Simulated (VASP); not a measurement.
# SiC (Pmn2_1) in VASP: a series of runs

Runs on SiC. Level: PBE. Tasks: single point.

Everything below comes from runs of VASP 6.6.1. Logs are shortened: lines on timing, memory, paths and dates and some standing lists are left out, and cuts for length are marked.

### Step 1. The cell of the first run

Symmetry: Pmn2_1, No. 31, orthorhombic system. Conventional cell: a = 3.075 Å, b = 11.224 Å, c = 4.348 Å, α = 90.00°, β = 90.00°, γ = 90.00°. Si (site symmetry m) has 3 C at 1.88 Å within 2.5 Å. Si (site symmetry m) has 4 C at 1.88 Å within 2.5 Å. Within 2.5 Å of Si (site symmetry m) lie 4 C at 1.88 Å. C (site symmetry m) has 4 Si at 1.88 Å within 2.5 Å. C (site symmetry m) has 4 Si at 1.88 Å within 2.5 Å. C (site symmetry m) has 3 Si at 1.88 Å within 2.5 Å.

### Step 2. Single point, PBE (the distance across one plane changed)

File INCAR:

```
  PREC = Accurate
  ENCUT = 520
  EDIFF = 1E-6
  ISMEAR = 0
  SIGMA = 0.05
  LREAL = False
  LASPH = True
  NELM = 80
  ALGO = Normal
  ISIF = 2
  LWAVE = False
  LCHARG = False
  GGA = PE
  NBANDS = 36
```

File KPOINTS:

```
regular mesh
0
Gamma
  6 9 3
```

File POSCAR:

```
SiC
1.0
    4.3480000000      0.0000000000      0.0000000000
    0.0000000000      2.1740000000     -2.1740000000
    0.0000000000      7.9362135624      7.9362135624
Si C
6 6
Direct
    0.0000000000      0.0000000000      0.7533052448
    0.5000000000      0.5000000000      0.0684698434
    0.0000000000      0.0000000000      0.2054369237
    0.5000000000      0.5000000000      0.3424040040
    0.0000000000      0.0000000000      0.4793710842
    0.5000000000      0.5000000000      0.6163381645
    0.7500000000      0.0000000000      0.3424040040
    0.2500000000      0.5000000000      0.4793710842
    0.7500000000      0.0000000000      0.6163381645
    0.2500000000      0.5000000000      0.7533052448
    0.7500000000      0.0000000000      0.0684698434
    0.2500000000      0.5000000000      0.2054369237
```

Potentials or basis: VASP PAW PBE potentials, release 64 (Si, C).

Launch:

```console
$ cat potpaw_PBE.64/Si/POTCAR potpaw_PBE.64/C/POTCAR > POTCAR
$ mpirun -np 1 vasp_std > vasp.out
```

OUTCAR:

```text
PREC = Accurate
   ENCUT = 520
   EDIFF = 1E-6
   ISMEAR = 0
   LREAL = False
   LASPH = True
   NELM = 80
   ISIF = 2
   GGA = PE

 ion  position               nearest neighbor table
   1  0.000  0.000  0.753-  10 1.88  10 1.88   9 1.88   6 3.07   6 3.07   6 3.07   6 3.07   5 3.07

   2  0.500  0.500  0.068-  11 1.88  11 1.88  12 1.88   3 3.07   3 3.07   3 3.07   3 3.07   4 3.07

   3  0.000  0.000  0.205-  12 1.88  12 1.88  11 1.88   7 1.88   5 3.07   2 3.07   2 3.07   2 3.07
                             2 3.07   4 3.07   4 3.07   4 3.07   4 3.07
   4  0.500  0.500  0.342-   8 1.88   7 1.88   7 1.88  12 1.88   5 3.07   5 3.07   5 3.07   5 3.07
                             6 3.07   3 3.07   3 3.07   3 3.07   3 3.07   2 3.07
   5  0.000  0.000  0.479-   7 1.88   8 1.88   8 1.88   9 1.88   4 3.07   4 3.07   4 3.07   4 3.07
                             3 3.07   6 3.07   6 3.07   6 3.07   6 3.07   1 3.07
   6  0.500  0.500  0.616-   9 1.88   9 1.88  10 1.88   8 1.88   4 3.07   1 3.07   1 3.07   5 3.07
                             5 3.07   1 3.07   5 3.07   1 3.07   5 3.07
   7  0.750  0.000  0.342-   5 1.88   4 1.88   4 1.88   3 1.88
   8  0.250  0.500  0.479-   4 1.88   5 1.88   5 1.88   6 1.88
   9  0.750  0.000  0.616-   6 1.88   6 1.88   1 1.88   5 1.88
  10  0.250  0.500  0.753-   1 1.88   1 1.88   6 1.88
  11  0.750  0.000  0.068-   2 1.88   2 1.88   3 1.88
  12  0.250  0.500  0.205-   3 1.88   3 1.88   2 1.88   4 1.88

  LATTYP: Found a simple orthorhombic cell.
 ALAT       =     3.0745002846
 B/A-ratio  =     1.4142135624
 C/A-ratio  =     3.6505122182

  Lattice vectors:

 A1 = (   0.0000000000,  -2.1740000000,   2.1740000000)
 A2 = (   4.3480000000,   0.0000000000,   0.0000000000)
 A3 = (   0.0000000000,   7.9362135624,   7.9362135624)

Analysis of symmetry for initial positions (statically):
=====================================================================
 Subroutine PRICEL returns:
 Original cell was already a primitive cell.

 Routine SETGRP: Setting up the symmetry group for a
 simple orthorhombic supercell.

 Subroutine GETGRP returns: Found  4 space group operations
 (whereof  2 operations were pure point group operations)
 out of a pool of  8 trial point group operations.

The static configuration has the point symmetry C_1h.
 The point group associated with its full space group is C_2v.

Analysis of symmetry for dynamics (positions and initial velocities):
=====================================================================
 Subroutine PRICEL returns:
 Original cell was already a primitive cell.

 Routine SETGRP: Setting up the symmetry group for a
 simple orthorhombic supercell.

 Subroutine GETGRP returns: Found  4 space group operations
 (whereof  2 operations were pure point group operations)
 out of a pool of  8 trial point group operations.

The dynamic configuration has the point symmetry C_1h.
 The point group associated with its full space group is C_2v.

 Subroutine INISYM returns: Found  4 space group operations
 (whereof  2 operations are pure point group operations),
 and found     1 'primitive' translations

----------------------------------------------------------------------------------------

                                     Primitive cell

  volume of cell :     150.0349

  direct lattice vectors                    reciprocal lattice vectors
     4.348000000  0.000000000  0.000000000     0.229990800  0.000000000  0.000000000
     0.000000000  2.174000000 -2.174000000     0.000000000  0.229990800 -0.229990800
     0.000000000  7.936213562  7.936213562     0.000000000  0.063002337  0.063002337

  length of vectors
     4.348000000  3.074500285 11.223500854     0.229990800  0.325256109  0.089098759

  position of ions in fractional coordinates (direct lattice)
     0.000000000  0.000000000  0.753305245
     0.500000000  0.500000000  0.068469843
     0.000000000  0.000000000  0.205436924
     0.500000000  0.500000000  0.342404004
     0.000000000  0.000000000  0.479371084
     0.500000000  0.500000000  0.616338165
     0.750000000  0.000000000  0.342404004
     0.250000000  0.500000000  0.479371084
     0.750000000  0.000000000  0.616338165
     0.250000000  0.500000000  0.753305245
     0.750000000  0.000000000  0.068469843
     0.250000000  0.500000000  0.205436924

  ion indices of the primitive-cell ions
   primitive index   ion index
                 1           1
                 2           2
                 3           3
                 4           4
                 5           5
                 6           6
                 7           7
                 8           8
                 9           9
                10          10
                11          11
                12          12

----------------------------------------------------------------------------------------

 KPOINTS: regular mesh

Automatic generation of k-mesh.
 Grid dimensions read from file:
 generate k-points for:    6    9    3

 Generating k-lattice:

  Cartesian coordinates                     Fractional coordinates (reciprocal lattice)
     0.038331800  0.000000000  0.000000000     0.166666667  0.000000000  0.000000000
     0.000000000  0.025554533 -0.025554533     0.000000000  0.111111111  0.000000000
     0.000000000  0.021000779  0.021000779     0.000000000  0.000000000  0.333333333

  Length of vectors
     0.038331800  0.036139568  0.029699586

  Shift w.r.t. Gamma in fractional coordinates (k-lattice)
     0.000000000  0.000000000  0.000000000

 Subroutine IBZKPT returns following result:
 ===========================================

 Found     40 irreducible k-points:

 Following reciprocal coordinates:
            Coordinates               Weight
  0.000000  0.000000  0.000000      1.000000
  0.166667  0.000000  0.000000      2.000000
  0.333333  0.000000  0.000000      2.000000
  0.500000  0.000000  0.000000      1.000000
  0.000000  0.111111  0.000000      2.000000
  0.166667  0.111111  0.000000      4.000000
[... 16 lines left out ...]
  0.333333  0.000000  0.333333      4.000000
  0.500000  0.000000  0.333333      2.000000
 [... further k-points ...]
   k-points           NKPTS =     40   k-points in BZ     NKDIM =     40   number of bands    NBANDS=     36
   number of dos      NEDOS =    301   number of ions     NIONS =     12
   total plane-waves  NPLWV =  64512
   dimension x,y,z NGX =    32 NGY =   24 NGZ =   84
   dimension x,y,z NGXF=    64 NGYF=   48 NGZF=  168
   ions per type =               6   6
   NGX,Y,Z   is equivalent  to a cutoff of  12.24, 12.98, 12.44 a.u.
   NGXF,Y,Z  is equivalent  to a cutoff of  24.47, 25.95, 24.88 a.u.
 SYSTEM =  unknown system
   PREC   = accura    normal or accurate (medium, high low for compatibility)
   ISTART =      0    job   : 0-new  1-cont  2-samecut
   ICHARG =      2    charge: 1-file 2-atom 10-const
   ISPIN  =      1    spin polarized calculation?
   LNONCOLLINEAR =      F non collinear calculations
   LSORBIT =      F    spin-orbit coupling
   LASPH  =      T    aspherical Exc in radial PAW
   ENCUT  =  520.0 eV  38.22 Ry    6.18 a.u.   8.08  5.72 20.87*2*pi/ulx,y,z
   NELM   =     80;   NELMIN=  2; NELMDL= -5     # of ELM steps
   EDIFF  = 0.1E-05   stopping-criterion for ELM
   LREAL  =      F    real-space projection
   EDIFFG = 0.1E-04   stopping-criterion for IOM
   NSW    =      0    number of steps for IOM
   IBRION =     -1    ionic relax: 0-MD 1-quasi-New 2-CG
   NFREE  =      0    steps in history (QN), initial steepest desc. (CG)
   ISIF   =      2    stress and relaxation
   ISYM   =      2    0-nonsym 1-usesym 2-fastsym
   POTIM  = 0.5000    time-step for ionic-motion
   TEBEG  =    0.0;   TEEND  =   0.0 temperature during run
   PSTRESS=    0.0 pullay stress
   NELECT =      48.0000    total number of electrons
   NUPDOWN=      -1.0000    fix difference up-down
   EMIN   =  10.00;   EMAX   =-10.00  energy-range for DOS
   EFERMI =   0.00;   METHOD = LEGACY
   ISMEAR =     0;   SIGMA  =   0.05  broadening in eV -4-tet -1-fermi 0-gaus
   EFERMI_NEDOS =   21; number of points for ismear=-14 and -15
   IALGO  =     38    algorithm
   IMIX   =      4    mixing-type and parameters
     AMIX     =   0.40;   BMIX     =  1.00
     AMIX_MAG =   1.60;   BMIX_MAG =  1.00
  volume/ion in A,a.u.               =      12.50        84.37
  Fermi-wavevector in a.u.,A,eV,Ry     =   1.119673  2.115875 17.057176  1.253667
  Thomas-Fermi vector in A             =   2.256314
   LORBIT       =      0    0 simple, 1 ext, 2 COOP (PROOUT), +10 PAW based schemes
   GGA     = PE    functional components
   LHFCALC =     F    Hartree Fock is set to
   AEXX    =    0.0000 exact exchange contribution
   IVDW    =     0    specifies the selected vdW correction
   LEPSILON=     F    determine dielectric tensor
   LRPA    =     F    only Hartree local field effects (RPA)
 non-spin polarized calculation
 Gauss-broadening in eV      SIGMA  =   0.05
  energy-cutoff  :      520.00
  volume of cell :      150.03
 maximum number of plane-waves:      4094
   NGX = 17   NGY = 11   NGZ = 41

 number of electron      47.9999999 magnetization

 Free energy of the ion-electron system (eV)
  ---------------------------------------------------
  ext. energy  EPLUGINS =         0.00000000
  ---------------------------------------------------
  free energy    TOTEN  =       -84.64941090 eV

  energy without entropy =      -84.64941090  energy(sigma->0) =      -84.64941090

 E-fermi :   6.3638     XC(G=0): -10.3083

 val. band max:        6.1632987781   @ k =   0.3333   0.3333   0.0000
 cond. band min:       6.5572225325   @ k =   0.0000   0.4444   0.0000
 fundamental gap:      0.3939237544
 Fermi energy:         6.3638251883

 k-point     1 :       0.0000    0.0000    0.0000
  band No.  band energies     occupation
      1      -9.5119      2.00000
      2      -8.5074      2.00000
      3      -7.0995      2.00000
      4      -5.4460      2.00000
      5      -4.5771      2.00000
      6      -4.5396      2.00000
[... 925 lines left out ...]
     35      13.2013      0.00000
     36      13.2070      0.00000

 [... further k-points ...]

------------------------ aborting loop because EDIFF is reached ----------------------------------------

  FORCE on cell =-STRESS in cart. coord.  units (eV):
  Direction    XX          YY          ZZ          XY          YZ          ZX
  --------------------------------------------------------------------------------------
  -------------------------------------------------------------------------------------
  Total       -2.5395716     -1.5313734     -1.5313734      0.0000000     -2.4586572      0.0000000
  in kB      -27.1193095    -16.3530692    -16.3530692      0.0000000    -26.2552493      0.0000000
  external PRESSURE =     -19.9418160 kB  Pullay stress =       0.0000000 kB

 VOLUME and BASIS-vectors are now :
 -----------------------------------------------------------------------------
  energy-cutoff  :      520.00
  volume of cell :      150.03
      direct lattice vectors                 reciprocal lattice vectors
     4.348000000  0.000000000  0.000000000     0.229990800  0.000000000  0.000000000
     0.000000000  2.174000000 -2.174000000     0.000000000  0.229990800 -0.229990800
     0.000000000  7.936213562  7.936213562     0.000000000  0.063002337  0.063002337

 POSITION                                       TOTAL-FORCE (eV/Angst)
 -----------------------------------------------------------------------------------
      0.00000      5.97839      5.97839         2.682915     -0.594986     -0.594986
      2.17400      1.63039     -0.54361         2.682915      0.594986      0.594986
      0.00000      1.63039      1.63039        -0.340596     -0.647294     -0.647294
      2.17400      3.80439      1.63039         0.326121      0.006341      0.006341
      0.00000      3.80439      3.80439         0.326121     -0.006341     -0.006341
      2.17400      5.97839      3.80439        -0.340596      0.647294      0.647294
      3.26100      2.71739      2.71739        -0.112142      0.195121      0.195121
      1.08700      4.89139      2.71739        -0.112142     -0.195121     -0.195121
      3.26100      4.89139      4.89139        -0.836104      0.368653      0.368653
      1.08700      7.06539      4.89139        -1.720193      0.572351      0.572351
      3.26100      0.54339      0.54339        -1.720193     -0.572351     -0.572351
      1.08700      2.71739      0.54339        -0.836104     -0.368653     -0.368653
 -----------------------------------------------------------------------------------
    total drift:                               -0.000115      0.000005      0.000005

  FREE ENERGIE OF THE ION-ELECTRON SYSTEM (eV)
  ---------------------------------------------------
  free  energy   TOTEN  =       -84.6494109005 eV

  energy  without entropy=      -84.6494109003  energy(sigma->0) =      -84.64941090
```

Run time: 5 min. Hardware: 1 thread of Intel Xeon 8259CL, shared host; peak memory 0.33 GiB.

Results:

```yaml
Free_energy: -84.6494 eV
Pressure: -2.0 GPa
Largest_force: 2.812 eV/Å
Band_gap_on_the_k_mesh: 0.39 eV (least direct gap 0.43 eV)
```

Forces on the atoms (eV/Å):
```
Si   2.683 -0.595 -0.595
Si   2.683  0.595  0.595
Si  -0.341 -0.647 -0.647
Si   0.326  0.006  0.006
Si   0.326 -0.006 -0.006
Si  -0.341  0.647  0.647
C   -0.112  0.195  0.195
C   -0.112 -0.195 -0.195
C   -0.836  0.369  0.369
C   -1.720  0.572  0.572
C   -1.720 -0.572 -0.572
C   -0.836 -0.369 -0.369
```

Levels at points of the mesh, in eV from the valence-band top:
| k point | band 20 | band 21 | band 22 | band 23 | band 24 | band 25 | band 26 | band 27 | band 28 | band 29 |
| --- | --- | --- | --- | --- | --- | --- | --- | --- | --- | --- |
| (0.00, 0.00, 0.00) | -0.95 | -0.44 | -0.40 | -0.40 | -0.28 | 1.32 | 1.58 | 2.16 | 3.12 | 4.62 |
| (0.50, 0.00, 0.00) | -1.88 | -1.07 | -1.07 | -0.47 | -0.47 | 1.10 | 1.10 | 4.46 | 4.46 | 5.15 |

Caveat: the cell differs from its parent crystal (the distance across one plane changed); an odd mesh through Γ misses points on the zone boundary, where band edges can lie; forces of over 1 eV/Å act on the atoms, so gaps and moduli don't describe the material at rest.

### Step 3. Single point, PBE (the distance across one plane changed)

File INCAR:

```
SYSTEM = SiC
ALGO = Normal ; EDIFF = 1E-6
ENCUT = 520 ; GGA = PE
ISIF = 2 ; ISMEAR = 0
LASPH = .TRUE. ; LCHARG = .FALSE.
LREAL = .FALSE. ; LWAVE = .FALSE.
NBANDS = 36 ; NELM = 60
PREC = Accurate ; SIGMA = 0.05
```

File KPOINTS:

```
k-points
0
G
  6 9 3
  0 0 0
```

File POSCAR:

```
SiC
1.0
    4.3480000000      0.0000000000      0.0000000000
    0.0000000000      2.1740000000     -2.1740000000
    0.0000000000      8.6433203436      8.6433203436
Si C
6 6
Direct
    0.0000000000      0.0000000000      0.6916776265
    0.5000000000      0.5000000000      0.0628683513
    0.0000000000      0.0000000000      0.1886302064
    0.5000000000      0.5000000000      0.3143920614
    0.0000000000      0.0000000000      0.4401539164
    0.5000000000      0.5000000000      0.5659157714
    0.7500000000      0.0000000000      0.3143920614
    0.2500000000      0.5000000000      0.4401539164
    0.7500000000      0.0000000000      0.5659157714
    0.2500000000      0.5000000000      0.6916776265
    0.7500000000      0.0000000000      0.0628683513
    0.2500000000      0.5000000000      0.1886302064
```

Potentials or basis: VASP PAW PBE potentials, release 64 (Si, C).

Launch:

```console
$ cat potpaw_PBE.64/Si/POTCAR potpaw_PBE.64/C/POTCAR > POTCAR
$ mpirun -np 1 vasp_std > vasp.out
```

Run time: 6 min. Hardware: 1 thread of Intel Xeon 8259CL, shared host; peak memory 0.36 GiB.

The run converged. Its results:

| Item | Value |
| --- | --- |
| Free energy | -84.2621 eV |
| Pressure | -1.5 GPa |
| Largest force | 3.187 eV/Å |
| Band gap on the k mesh | 0.35 eV (least direct gap 0.42 eV) |

Forces on the atoms (eV/Å):
```
Si   2.816 -1.055 -1.055
Si   2.816  1.055  1.055
Si  -0.338 -0.697 -0.697
Si   0.329  0.009  0.009
Si   0.329 -0.009 -0.009
Si  -0.338  0.697  0.697
C   -0.104  0.191  0.191
C   -0.104 -0.191 -0.191
C   -0.907  0.337  0.337
C   -1.796  0.470  0.470
C   -1.796 -0.470 -0.470
C   -0.907 -0.337 -0.337
```

Stress tensor (GPa, compression positive):
```
-3.33  0.00  0.00
 0.00 -0.58 -0.93
 0.00 -0.93 -0.58
```

Levels at points of the mesh, in eV from the valence-band top:
```csv
k point,band 20,band 21,band 22,band 23,band 24,band 25,band 26,band 27,band 28,band 29
"(0.00, 0.00, 0.00)",-1.01,-0.58,-0.48,-0.46,-0.26,1.19,1.47,1.98,3.02,4.53
"(0.50, 0.00, 0.00)",-1.94,-1.11,-1.11,-0.38,-0.38,0.82,0.82,4.33,4.33,5.05
```

Caveat: the cell differs from its parent crystal (the distance across one plane changed); an odd mesh through Γ misses points on the zone boundary, where band edges can lie; forces of over 1 eV/Å act on the atoms, so gaps and moduli don't describe the material at rest.
